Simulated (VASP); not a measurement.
# HC18 in VASP: single point with PBE+D3(BJ)

Aim: the single point of HC18 with PBE+D3(BJ).

Program: VASP 6.6.1. These are calculated values, not measurements. Logs are shortened: lines on timing, memory, paths and dates and some standing lists are left out, and cuts for length are marked.

### 1 The cell of the first run

The cell holds a slab with vacuum, 19 atoms: a = 7.398 Å, b = 7.398 Å, c = 13.000 Å, α = 90.00°, β = 90.00°, γ = 120.00°.

### 2 Single point, PBE+D3(BJ), collinear spin

File INCAR:

```
SYSTEM = HC18
PREC = Accurate ; ENCUT = 520
EDIFF = 1E-7 ; ISMEAR = -1
SIGMA = 0.02 ; LREAL = Auto
LASPH = .TRUE. ; NELM = 150
ALGO = Normal ; ISIF = 2
LWAVE = .FALSE. ; LCHARG = .FALSE.
ISPIN = 2 ; MAGMOM = 0 0.09 0 0.09 0 0 0 0.08 0 0.09 0 0.08 0 0.08 0 0 0 0 0
LORBIT = 11 ; GGA = PE
IVDW = 12 ; NBANDS = 56
```

File KPOINTS:

```
regular mesh
0
G
  2 2 1
  0 0 0
```

File POSCAR:

```
HC18
1.0
    7.3980000000      0.0000000000      0.0000000000
   -3.6990000000      6.4068560000      0.0000000000
    0.0000000000      0.0000000000     13.0000000000
C H
18 1
Direct
   -0.0074503247     -0.0064370106      0.0748440000
    0.2134305648      0.1022804321      0.0766009231
   -0.0076499117      0.3269221284      0.0747760769
    0.2132218075      0.4392246369      0.0755390000
   -0.0072575521      0.6603059285      0.0749167692
    0.2150386195      0.7715906210      0.0748322308
    0.3260503092     -0.0064941369      0.0759873077
    0.5491606112      0.1047813467      0.0763231538
    0.3210989705      0.3244769353      0.0782882308
    0.5514938818      0.4395471039      0.0818327692
    0.3261257835      0.6606689771      0.0747586154
    0.5490788244      0.7721292628      0.0750317692
    0.6600255491     -0.0060243277      0.0750201538
    0.8821729101      0.1050860204      0.0748359231
    0.6614290456      0.3256753390      0.0777784615
    0.8819240155      0.4383154546      0.0754880769
    0.6615216649      0.6637043192      0.0764192308
    0.8820389086      0.7718239648      0.0748615385
    0.4446861241      0.3904103666      0.1618663077
```

Potentials or basis: VASP PAW PBE potentials, release 64 (C, H).

The run is started by

```sh
$ cat potpaw_PBE.64/C/POTCAR potpaw_PBE.64/H/POTCAR > POTCAR
$ mpirun -np 1 vasp_std > vasp.out
```

OUTCAR:

```text
SYSTEM = HC18
   PREC = Accurate
   ENCUT = 520
   EDIFF = 1E-7
   ISMEAR = -1
   LREAL = Auto
   LASPH = .TRUE.
   NELM = 150
   ISIF = 2
   ISPIN = 2
   LORBIT = 11
   GGA = PE
   IVDW = 12
 IVDW          = 12

 ion  position               nearest neighbor table
   1  0.993  0.994  0.075-   2 1.42  18 1.42  14 1.42
   2  0.213  0.102  0.077-   1 1.42   7 1.42   9 1.42
   3  0.992  0.327  0.075-   4 1.42  16 1.42  14 1.42
   4  0.213  0.439  0.076-   3 1.42  11 1.42   9 1.43
   5  0.993  0.660  0.075-  16 1.42  18 1.42   6 1.42
   6  0.215  0.772  0.075-   7 1.42  11 1.42   5 1.42
   7  0.326  0.994  0.076-   2 1.42   6 1.42   8 1.43
   8  0.549  0.105  0.076-  15 1.42  13 1.42   7 1.43
   9  0.321  0.324  0.078-  19 1.34   2 1.42   4 1.43  10 1.48
  10  0.551  0.440  0.082-  19 1.25  15 1.43  17 1.44   9 1.48
  11  0.326  0.661  0.075-   4 1.42   6 1.42  12 1.43
  12  0.549  0.772  0.075-  17 1.42  13 1.42  11 1.43
  13  0.660  0.994  0.075-   8 1.42  12 1.42  14 1.42
  14  0.882  0.105  0.075-   3 1.42   1 1.42  13 1.42
  15  0.661  0.326  0.078-  16 1.41   8 1.42  10 1.43
  16  0.882  0.438  0.075-  15 1.41   3 1.42   5 1.42
  17  0.662  0.664  0.076-  18 1.41  12 1.42  10 1.44
  18  0.882  0.772  0.075-  17 1.41   1 1.42   5 1.42
  19  0.445  0.390  0.162-  10 1.25   9 1.34

  LATTYP: Found a hexagonal cell.
 ALAT       =     7.3980000000
 C/A-ratio  =     1.7572316842

  Lattice vectors:

 A1 = (   7.3980000000,   0.0000000000,   0.0000000000)
 A2 = (  -3.6990000000,   6.4068560000,   0.0000000000)
 A3 = (   0.0000000000,   0.0000000000,  13.0000000000)

Analysis of symmetry for initial positions (statically):
=====================================================================
 Subroutine PRICEL returns:
 Original cell was already a primitive cell.

 Routine SETGRP: Setting up the symmetry group for a
 hexagonal supercell.

 Subroutine GETGRP returns: Found  1 space group operations
 (whereof  1 operations were pure point group operations)
 out of a pool of 24 trial point group operations.

The static configuration has the point symmetry C_1 .

Analysis of symmetry for dynamics (positions and initial velocities):
=====================================================================
 Subroutine PRICEL returns:
 Original cell was already a primitive cell.

 Routine SETGRP: Setting up the symmetry group for a
 hexagonal supercell.

 Subroutine GETGRP returns: Found  1 space group operations
 (whereof  1 operations were pure point group operations)
 out of a pool of 24 trial point group operations.

The dynamic configuration has the point symmetry C_1 .

Analysis of structural, dynamic, and magnetic symmetry:
=====================================================================
 Subroutine PRICEL returns:
 Original cell was already a primitive cell.

 Routine SETGRP: Setting up the symmetry group for a
 hexagonal supercell.

 Subroutine GETGRP returns: Found  1 space group operations
 (whereof  1 operations were pure point group operations)
 out of a pool of 24 trial point group operations.

The overall configuration has the point symmetry C_1 .

 Subroutine INISYM returns: Found  1 space group operations
 (whereof  1 operations are pure point group operations),
 and found     1 'primitive' translations

----------------------------------------------------------------------------------------

                                     Primitive cell

  volume of cell :     616.1730

  direct lattice vectors                    reciprocal lattice vectors
     7.398000000  0.000000000  0.000000000     0.135171668  0.078041398  0.000000000
    -3.699000000  6.406856000  0.000000000     0.000000000  0.156082796  0.000000000
     0.000000000  0.000000000 13.000000000     0.000000000  0.000000000  0.076923077

  length of vectors
     7.398000000  7.398000054 13.000000000     0.156082797  0.156082796  0.076923077

  position of ions in fractional coordinates (direct lattice)
     0.992549675  0.993562989  0.074844000
     0.213430565  0.102280432  0.076600923
     0.992350088  0.326922128  0.074776077
[... 72 lines left out ...]
   number of dos      NEDOS =    301   number of ions     NIONS =     19
   total plane-waves  NPLWV = 307328
   dimension x,y,z NGX =    56 NGY =   56 NGZ =   98
   dimension x,y,z NGXF=   112 NGYF=  112 NGZF=  196
   ions per type =              18   1
   NGX,Y,Z   is equivalent  to a cutoff of  12.58, 12.58, 12.53 a.u.
   NGXF,Y,Z  is equivalent  to a cutoff of  25.17, 25.17, 25.06 a.u.
 SYSTEM =  HC18
   PREC   = accura    normal or accurate (medium, high low for compatibility)
   ISTART =      0    job   : 0-new  1-cont  2-samecut
   ICHARG =      2    charge: 1-file 2-atom 10-const
   ISPIN  =      2    spin polarized calculation?
   LNONCOLLINEAR =      F non collinear calculations
   LSORBIT =      F    spin-orbit coupling
   LASPH  =      T    aspherical Exc in radial PAW
   ENCUT  =  520.0 eV  38.22 Ry    6.18 a.u.  13.76 13.76 24.17*2*pi/ulx,y,z
   NELM   =    150;   NELMIN=  2; NELMDL= -5     # of ELM steps
   EDIFF  = 0.1E-06   stopping-criterion for ELM
   LREAL  =      T    real-space projection
   EDIFFG = 0.1E-05   stopping-criterion for IOM
   NSW    =      0    number of steps for IOM
   IBRION =     -1    ionic relax: 0-MD 1-quasi-New 2-CG
   NFREE  =      0    steps in history (QN), initial steepest desc. (CG)
   ISIF   =      2    stress and relaxation
   ISYM   =      2    0-nonsym 1-usesym 2-fastsym
   POTIM  = 0.5000    time-step for ionic-motion
   TEBEG  =    0.0;   TEEND  =   0.0 temperature during run
   PSTRESS=    0.0 pullay stress
   NELECT =      73.0000    total number of electrons
   NUPDOWN=      -1.0000    fix difference up-down
   EMIN   =  10.00;   EMAX   =-10.00  energy-range for DOS
   EFERMI =   0.00;   METHOD = LEGACY
   ISMEAR =    -1;   SIGMA  =   0.02  broadening in eV -4-tet -1-fermi 0-gaus
   EFERMI_NEDOS =   21; number of points for ismear=-14 and -15
   IALGO  =     38    algorithm
   IMIX   =      4    mixing-type and parameters
     AMIX     =   0.40;   BMIX     =  1.00
     AMIX_MAG =   1.60;   BMIX_MAG =  1.00
  volume/ion in A,a.u.               =      32.43       218.85
  Fermi-wavevector in a.u.,A,eV,Ry     =   0.804047  1.519429  8.796057  0.646492
  Thomas-Fermi vector in A             =   1.912030
   LORBIT       =     11    0 simple, 1 ext, 2 COOP (PROOUT), +10 PAW based schemes
   GGA     = PE    functional components
   LHFCALC =     F    Hartree Fock is set to
   AEXX    =    0.0000 exact exchange contribution
   IVDW    =    12    specifies the selected vdW correction
   LEPSILON=     F    determine dielectric tensor
   LRPA    =     F    only Hartree local field effects (RPA)
 spin polarized calculation
  energy-cutoff  :      520.00
  volume of cell :      616.17
 maximum number of plane-waves:     16651
 NGX is ok and might be reduce to    56
   NGX = 27   NGY = 27   NGZ = 49

 number of electron      72.9999998 magnetization      -0.0000009

 number of electron      72.9999998 magnetization       0.0000008

 Free energy of the ion-electron system (eV)
  ---------------------------------------------------
  ext. energy  EPLUGINS =         0.00000000
  ---------------------------------------------------
  free energy    TOTEN  =      -167.15004185 eV

  energy without entropy =     -167.15004185  energy(sigma->0) =     -167.15004185

 E-fermi :  -1.3719     XC(G=0):  -3.3370

 val. band max:       -1.7331461725   @ k =   0.0000   0.0000   0.0000
 cond. band min:      -1.0202889152   @ k =   0.5000   0.0000   0.0000
 fundamental gap:      0.7128572573
 Fermi energy:        -1.3718665161

 spin component 1

 k-point     1 :       0.0000    0.0000    0.0000
  band No.  band energies     occupation
      1     -21.5616      1.00000
      2     -19.5741      1.00000
      3     -18.8560      1.00000
      4     -18.7547      1.00000
      5     -18.6784      1.00000
      6     -18.6182      1.00000
[... 193 lines left out ...]
     47       3.9192      0.00000
     48       3.9899      0.00000
 Fermi energy:        -1.3718665161

 spin component 2

 k-point     1 :       0.0000    0.0000    0.0000
  band No.  band energies     occupation
      1     -21.5616      1.00000
      2     -19.5741      1.00000
      3     -18.8560      1.00000
      4     -18.7547      1.00000
      5     -18.6784      1.00000
      6     -18.6182      1.00000
[... 193 lines left out ...]
     47       3.9188      0.00000
     48       3.9858      0.00000
 [bands above 48 left out]

------------------------ aborting loop because EDIFF is reached ----------------------------------------

 Edisp (eV)   -1.62150

 E8    (eV) :    -0.5017

  FORCE on cell =-STRESS in cart. coord.  units (eV):
  Direction    XX          YY          ZZ          XY          YZ          ZX
  --------------------------------------------------------------------------------------
  -------------------------------------------------------------------------------------
  Total       5.13899     4.80656     0.27349     0.32994     0.08478     0.29366
  in kB      13.36244    12.49805     0.71113     0.85791     0.22045     0.76359
  external pressure =        8.86 kB  Pullay stress =        0.00 kB

 VOLUME and BASIS-vectors are now :
 -----------------------------------------------------------------------------
  energy-cutoff  :      520.00
  volume of cell :      616.17
      direct lattice vectors                 reciprocal lattice vectors
     7.398000000  0.000000000  0.000000000     0.135171668  0.078041398  0.000000000
    -3.699000000  6.406856000  0.000000000     0.000000000  0.156082796  0.000000000
     0.000000000  0.000000000 13.000000000     0.000000000  0.000000000  0.076923077

 POSITION                                       TOTAL-FORCE (eV/Angst)
 -----------------------------------------------------------------------------------
      3.66769      6.36562      0.97297        -0.035625      0.026228     -0.005986
      1.20062      0.65530      0.99581        -0.018504     -0.112888     -0.039232
      6.13212      2.09454      0.97209         0.004939     -0.007785      0.007301
     -0.04728      2.81405      0.98201        -0.024388      0.005484     -0.027161
      4.90184      4.23048      0.97392        -0.053795      0.031942      0.024999
     -1.26326      4.94347      0.97282        -0.002991     -0.024418      0.020291
[... 11 lines left out ...]
      3.67035      4.94496      0.97320         0.045614     -0.028978      0.021634
      1.84566      2.50130      2.10426         0.263277      0.068093      0.363973
 -----------------------------------------------------------------------------------
    total drift:                                0.012028     -0.015720      0.009958

  FREE ENERGIE OF THE ION-ELECTRON SYSTEM (eV)
  ---------------------------------------------------
  free  energy   TOTEN  =      -168.7715386275 eV

  energy  without entropy=     -168.7715386188  energy(sigma->0) =     -168.77153862

 total charge

# of ion       s       p       d       tot
------------------------------------------
    1        0.862   1.803   0.000   2.664
    2        0.861   1.806   0.000   2.666
    3        0.862   1.803   0.000   2.665
    4        0.861   1.803   0.000   2.664
    5        0.862   1.786   0.000   2.648
    6        0.861   1.794   0.000   2.655
[... 11 lines left out ...]
   18        0.862   1.803   0.000   2.665
   19        0.529   0.049   0.000   0.578
--------------------------------------------------
tot         16.025  32.373   0.000  48.398

 magnetization (x)

# of ion       s       p       d       tot
------------------------------------------
    1       -0.000   0.000   0.000  -0.000
    2       -0.000   0.000   0.000  -0.000
    3       -0.000   0.000   0.000   0.000
    4       -0.000   0.000   0.000  -0.000
    5       -0.000  -0.000   0.000  -0.000
    6       -0.000  -0.000   0.000  -0.000
[... 11 lines left out ...]
   18       -0.000  -0.000   0.000  -0.000
   19        0.000  -0.000   0.000   0.000
--------------------------------------------------
tot         -0.000  -0.000   0.000  -0.000
```

Wall time 12 min (1 thread of Intel Xeon Platinum 8259CL at 2.50GHz (Skylake/Cascade Lake), shared host); peak memory 0.91 GiB.

What came out:

| Quantity | Value |
| --- | --- |
| Free energy | -168.7715 eV |
| Largest force | 0.454 eV/Å |
| Net moment | 0.00 μB per cell |
| Valence electrons inside the program's atomic spheres | C 2.66, 2.67, 2.65, 2.63; H 0.58 |
| Dispersion energy per atom | -0.085 eV |

Forces in eV/Å, atoms in the order of the input:
```
C   -0.036  0.026 -0.006
C   -0.019 -0.113 -0.039
C    0.005 -0.008  0.007
C   -0.024  0.005 -0.027
C   -0.054  0.032  0.025
C   -0.003 -0.024  0.020
C    0.026  0.006 -0.013
C   -0.054 -0.005 -0.012
C   -0.177 -0.014 -0.303
C    0.010  0.140 -0.079
C   -0.015 -0.016  0.036
C   -0.026  0.008  0.014
C    0.027 -0.002 -0.006
C   -0.022 -0.015  0.012
C    0.049 -0.078 -0.006
C    0.038 -0.015 -0.014
C   -0.035  0.034  0.006
C    0.046 -0.029  0.022
H    0.263  0.068  0.364
```

Caveat: the k points lie up to 0.49 Å⁻¹ apart.
